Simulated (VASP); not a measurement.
# CS2 in VASP: a series of runs, part 2 of 2

VASP 6.6.1.

## Step 3: Single point, PBE+D3(BJ)

Contents of INCAR:

```
PREC = Accurate
ENCUT = 1000
EDIFF = 1E-6
ISMEAR = -1
SIGMA = 0.02
LREAL = Auto
LASPH = True
NELM = 120
ALGO = Normal
ISIF = 2
LWAVE = False
LCHARG = True
GGA = PE
IVDW = 12
LELF = True
LVHAR = True
NBANDS = 82
GGA_COMPAT = False
```

Contents of KPOINTS:

```
regular mesh
0
Gamma
  1 1 1
```

Contents of POSCAR:

```
CS2
1.0
    9.2831780000      0.0000000000      0.0000000000
    0.0000000000      9.2831780000      0.0000000000
    0.0000000000      0.0000000000      9.2831780000
S C
16 8
Direct
    0.5175382827      0.2356197414      0.7208630493
    0.6604850192      0.1523400715      0.4345279171
    0.9193187936      0.5482066594      0.4734585505
    0.9366619923      0.3843619071      0.7643610841
    0.3177037002      0.9734166468      0.3294130523
    0.4875700972      0.8752821501      0.0560152999
    0.9659192143      0.8723198026      0.2121471763
    0.7879952318      1.1267800747      0.0795632703
    0.5207376181      0.7213585692      0.5670041014
    0.3121560310      0.4919220551      0.4376410751
    0.9918478349      0.4831427341      0.0873084627
    0.6600864488      0.5044393202      0.0576634424
    0.2404456750      0.1444871573      0.9363172827
    0.1166949508      0.0894090364      0.6226854640
   -0.1825021561      0.7383355140      0.8296943137
    0.1554209130      0.7551293318      0.8638636467
    0.5783364275      0.1992852017      0.5706450959
    0.9351538880      0.4727152706      0.6215651580
    0.4055184550      0.9249634123      0.1989943530
    0.8641760397      0.9954026520      0.1601929856
    0.4198669895      0.6073782060      0.4958969870
    0.8255254828      0.4871715268      0.0643637341
    0.1744984315      0.1385840065      0.7783864534
   -0.0145532058      0.7496355235      0.8422438954
```

Potentials or basis: VASP PAW PBE potentials, release 64 (S, C_h).

Command:

```sh
$ cat potpaw_PBE.64/S/POTCAR potpaw_PBE.64/C_h/POTCAR > POTCAR
$ mpirun -np 1 vasp_gam > vasp.out
```

OUTCAR:

```text
PREC = Accurate
   ENCUT = 1000
   EDIFF = 1E-6
   ISMEAR = -1
   LREAL = Auto
   LASPH = True
   NELM = 120
   ISIF = 2
   GGA = PE
   IVDW = 12
 IVDW          = 12

 ion  position               nearest neighbor table
   1  0.518  0.236  0.721-  17 1.54
   2  0.660  0.152  0.435-  17 1.54
   3  0.919  0.548  0.473-  18 1.55
   4  0.937  0.384  0.764-  18 1.56
   5  0.318  0.973  0.329-  19 1.53
   6  0.488  0.875  0.056-  19 1.60
[... 8 lines left out ...]
  15  0.817  0.738  0.830-  24 1.57
  16  0.155  0.755  0.864-  24 1.59
  17  0.578  0.199  0.571-   2 1.54   1 1.54
  18  0.935  0.473  0.622-   3 1.55   4 1.56
  19  0.406  0.925  0.199-   5 1.53   6 1.60
  20  0.864  0.995  0.160-   7 1.56   8 1.60
  21  0.420  0.607  0.496-   9 1.56  10 1.56
  22  0.826  0.487  0.064-  12 1.55  11 1.56
  23  0.174  0.139  0.778-  13 1.59  14 1.61
  24  0.985  0.750  0.842-  15 1.57  16 1.59

  LATTYP: Found a simple cubic cell.
 ALAT       =     9.2831780000

  Lattice vectors:

 A1 = (   9.2831780000,   0.0000000000,   0.0000000000)
 A2 = (   0.0000000000,   9.2831780000,   0.0000000000)
 A3 = (   0.0000000000,   0.0000000000,   9.2831780000)

Analysis of symmetry for initial positions (statically):
=====================================================================
 Subroutine PRICEL returns:
 Original cell was already a primitive cell.

 Routine SETGRP: Setting up the symmetry group for a
 simple cubic supercell.

 Subroutine GETGRP returns: Found  1 space group operations
 (whereof  1 operations were pure point group operations)
 out of a pool of 48 trial point group operations.

The static configuration has the point symmetry C_1 .

Analysis of symmetry for dynamics (positions and initial velocities):
=====================================================================
 Subroutine PRICEL returns:
 Original cell was already a primitive cell.

 Routine SETGRP: Setting up the symmetry group for a
 simple cubic supercell.

 Subroutine GETGRP returns: Found  1 space group operations
 (whereof  1 operations were pure point group operations)
 out of a pool of 48 trial point group operations.

The dynamic configuration has the point symmetry C_1 .

 Subroutine INISYM returns: Found  1 space group operations
 (whereof  1 operations are pure point group operations),
 and found     1 'primitive' translations

----------------------------------------------------------------------------------------

                                     Primitive cell

  volume of cell :     800.0001

  direct lattice vectors                    reciprocal lattice vectors
     9.283178000  0.000000000  0.000000000     0.107721731  0.000000000  0.000000000
     0.000000000  9.283178000  0.000000000     0.000000000  0.107721731  0.000000000
     0.000000000  0.000000000  9.283178000     0.000000000  0.000000000  0.107721731

  length of vectors
     9.283178000  9.283178000  9.283178000     0.107721731  0.107721731  0.107721731

  position of ions in fractional coordinates (direct lattice)
     0.517538283  0.235619741  0.720863049
     0.660485019  0.152340071  0.434527917
     0.919318794  0.548206659  0.473458550
     0.936661992  0.384361907  0.764361084
     0.317703700  0.973416647  0.329413052
     0.487570097  0.875282150  0.056015300
[... 16 lines left out ...]
     0.174498431  0.138584006  0.778386453
     0.985446794  0.749635523  0.842243895

  ion indices of the primitive-cell ions
   primitive index   ion index
                 1           1
                 2           2
                 3           3
                 4           4
                 5           5
                 6           6
[... 16 lines left out ...]
                23          23
                24          24

----------------------------------------------------------------------------------------

 KPOINTS: regular mesh

Automatic generation of k-mesh.
 Grid dimensions read from file:
 generate k-points for:    1    1    1

 Generating k-lattice:

  Cartesian coordinates                     Fractional coordinates (reciprocal lattice)
     0.107721731  0.000000000  0.000000000     1.000000000  0.000000000  0.000000000
     0.000000000  0.107721731  0.000000000     0.000000000  1.000000000  0.000000000
     0.000000000  0.000000000  0.107721731     0.000000000  0.000000000  1.000000000

  Length of vectors
     0.107721731  0.107721731  0.107721731

  Shift w.r.t. Gamma in fractional coordinates (k-lattice)
     0.000000000  0.000000000  0.000000000

 Subroutine IBZKPT returns following result:
 ===========================================

 Found      1 irreducible k-points:

 Following reciprocal coordinates:
            Coordinates               Weight
  0.000000  0.000000  0.000000      1.000000
   k-points           NKPTS =      1   k-points in BZ     NKDIM =      1   number of bands    NBANDS=     82
   number of dos      NEDOS =    301   number of ions     NIONS =     24
   total plane-waves  NPLWV = 884736
   dimension x,y,z NGX =    96 NGY =   96 NGZ =   96
   dimension x,y,z NGXF=   192 NGYF=  192 NGZF=  192
   ions per type =              16   8
   NGX,Y,Z   is equivalent  to a cutoff of  17.19, 17.19, 17.19 a.u.
   NGXF,Y,Z  is equivalent  to a cutoff of  34.38, 34.38, 34.38 a.u.
 SYSTEM =  unknown system
   PREC   = accura    normal or accurate (medium, high low for compatibility)
   ISTART =      0    job   : 0-new  1-cont  2-samecut
   ICHARG =      2    charge: 1-file 2-atom 10-const
   ISPIN  =      1    spin polarized calculation?
   LNONCOLLINEAR =      F non collinear calculations
   LSORBIT =      F    spin-orbit coupling
   LASPH  =      T    aspherical Exc in radial PAW
   ENCUT  = 1000.0 eV  73.50 Ry    8.57 a.u.  23.94 23.94 23.94*2*pi/ulx,y,z
   NELM   =    120;   NELMIN=  2; NELMDL= -5     # of ELM steps
   EDIFF  = 0.1E-05   stopping-criterion for ELM
   LREAL  =      T    real-space projection
   EDIFFG = 0.1E-04   stopping-criterion for IOM
   NSW    =      0    number of steps for IOM
   IBRION =     -1    ionic relax: 0-MD 1-quasi-New 2-CG
   NFREE  =      0    steps in history (QN), initial steepest desc. (CG)
   ISIF   =      2    stress and relaxation
   ISYM   =      2    0-nonsym 1-usesym 2-fastsym
   POTIM  = 0.5000    time-step for ionic-motion
   TEBEG  =    0.0;   TEEND  =   0.0 temperature during run
   PSTRESS=    0.0 pullay stress
   NELECT =     128.0000    total number of electrons
   NUPDOWN=      -1.0000    fix difference up-down
   EMIN   =  10.00;   EMAX   =-10.00  energy-range for DOS
   EFERMI =   0.00;   METHOD = LEGACY
   ISMEAR =    -1;   SIGMA  =   0.02  broadening in eV -4-tet -1-fermi 0-gaus
   EFERMI_NEDOS =   21; number of points for ismear=-14 and -15
   IALGO  =     38    algorithm
   IMIX   =      4    mixing-type and parameters
     AMIX     =   0.40;   BMIX     =  1.00
     AMIX_MAG =   1.60;   BMIX_MAG =  1.00
  volume/ion in A,a.u.               =      33.33       224.94
  Fermi-wavevector in a.u.,A,eV,Ry     =   0.888754  1.679501 10.747015  0.789883
  Thomas-Fermi vector in A             =   2.010225
   LORBIT       =      0    0 simple, 1 ext, 2 COOP (PROOUT), +10 PAW based schemes
   GGA     = PE    functional components
   LHFCALC =     F    Hartree Fock is set to
   AEXX    =    0.0000 exact exchange contribution
   IVDW    =    12    specifies the selected vdW correction
   LEPSILON=     F    determine dielectric tensor
   LRPA    =     F    only Hartree local field effects (RPA)
 non-spin polarized calculation
  energy-cutoff  :     1000.00
  volume of cell :      800.00
 maximum number of plane-waves:     28682
 NGX is ok and might be reduce to    96
   NGX = 47   NGY = 47   NGZ = 47

 number of electron     127.9999999 magnetization

 Free energy of the ion-electron system (eV)
  ---------------------------------------------------
  ext. energy  EPLUGINS =         0.00000000
  ---------------------------------------------------
  free energy    TOTEN  =      -132.17891999 eV

  energy without entropy =     -132.17891999  energy(sigma->0) =     -132.17891999

 E-fermi :  -0.9874     XC(G=0):  -6.4258

 val. band max:       -1.4812852107   @ k =   0.0000   0.0000   0.0000
 cond. band min:       1.3329719535   @ k =   0.0000   0.0000   0.0000
 fundamental gap:      2.8142571643
 Fermi energy:        -0.9873822651

 k-point     1 :       0.0000    0.0000    0.0000
  band No.  band energies     occupation
      1     -16.7868      2.00000
      2     -16.6928      2.00000
      3     -16.5664      2.00000
      4     -16.5012      2.00000
      5     -16.4606      2.00000
      6     -16.4466      2.00000
[... 68 lines left out ...]
     75       2.0097      0.00000
     76       2.0906      0.00000
 [bands above 76 left out]

------------------------ aborting loop because EDIFF is reached ----------------------------------------

 Edisp (eV)   -2.94347

 E8    (eV) :    -0.9957

  FORCE on cell =-STRESS in cart. coord.  units (eV):
  Direction    XX          YY          ZZ          XY          YZ          ZX
  --------------------------------------------------------------------------------------
  -------------------------------------------------------------------------------------
  Total      -4.45620    -1.15790    -3.32018    -0.27054     0.28542    -4.66578
  in kB      -8.92453    -2.31895    -6.64940    -0.54182     0.57161    -9.34425
  external pressure =       -5.96 kB  Pullay stress =        0.00 kB

 VOLUME and BASIS-vectors are now :
 -----------------------------------------------------------------------------
  energy-cutoff  :     1000.00
  volume of cell :      800.00
      direct lattice vectors                 reciprocal lattice vectors
     9.283178000  0.000000000  0.000000000     0.107721731  0.000000000  0.000000000
     0.000000000  9.283178000  0.000000000     0.000000000  0.107721731  0.000000000
     0.000000000  0.000000000  9.283178000     0.000000000  0.000000000  0.107721731

 POSITION                                       TOTAL-FORCE (eV/Angst)
 -----------------------------------------------------------------------------------
      4.80440      2.18730      6.69190        -0.478096      0.387033      0.496058
      6.13140      1.41420      4.03380         0.212480     -0.096394     -0.960187
      8.53420      5.08910      4.39520         0.167360      0.458760     -0.260645
      8.69520      3.56810      7.09570         0.144527      0.180654     -0.530968
      2.94930      9.03640      3.05800        -0.505624      0.398069      0.960942
      4.52620      8.12540      0.52000        -0.669011      0.414934      1.518431
[... 16 lines left out ...]
      1.61990      1.28650      7.22590         0.049041     -1.485246     -0.419922
      9.14808      6.95900      7.81870         0.729364      0.070392      0.265240
 -----------------------------------------------------------------------------------
    total drift:                                0.029843     -0.019883     -0.032596

  FREE ENERGIE OF THE ION-ELECTRON SYSTEM (eV)
  ---------------------------------------------------
  free  energy   TOTEN  =      -135.1223923610 eV

  energy  without entropy=     -135.1223923610  energy(sigma->0) =     -135.12239236
```

Wall time 7 min (1 thread of Intel Xeon Platinum 8375C at 2.90GHz (Ice Lake), shared host); peak memory 1.4 GiB.

Results:

* Free energy: -135.1224 eV
* Pressure: -0.6 GPa
* Largest force: 2.924 eV/Å
* Dispersion energy per atom: -0.123 eV

Forces on the atoms (eV/Å):
```
S   -0.478  0.387  0.496
S    0.212 -0.096 -0.960
S    0.167  0.459 -0.261
S    0.145  0.181 -0.531
S   -0.506  0.398  0.961
S   -0.669  0.415  1.518
S   -0.469  0.022  0.307
S    0.485 -1.266  0.973
S    0.037 -0.133 -0.242
S    0.286  0.248 -0.067
S   -0.169 -0.182  0.151
S   -0.608 -0.212 -0.082
S   -0.864  0.402 -1.389
S    0.663  0.930  1.883
S    0.875  0.505 -0.140
S   -1.514 -0.014 -0.352
C    0.523 -0.173  0.500
C   -0.385 -0.824  0.308
C    1.176 -0.916 -2.515
C    0.046  1.209 -1.421
C   -0.284 -0.175  0.304
C    0.554  0.252  0.713
C    0.049 -1.485 -0.420
C    0.729  0.070  0.265
```

Levels at points of the mesh, in eV from the Fermi level:
```csv
k point,band 62,band 63,band 64,band 65,band 66,band 67
"(0.00, 0.00, 0.00)",-0.66,-0.58,-0.49,2.32,2.46,2.56
```

Caveat: the k points lie up to 0.68 Å⁻¹ apart.
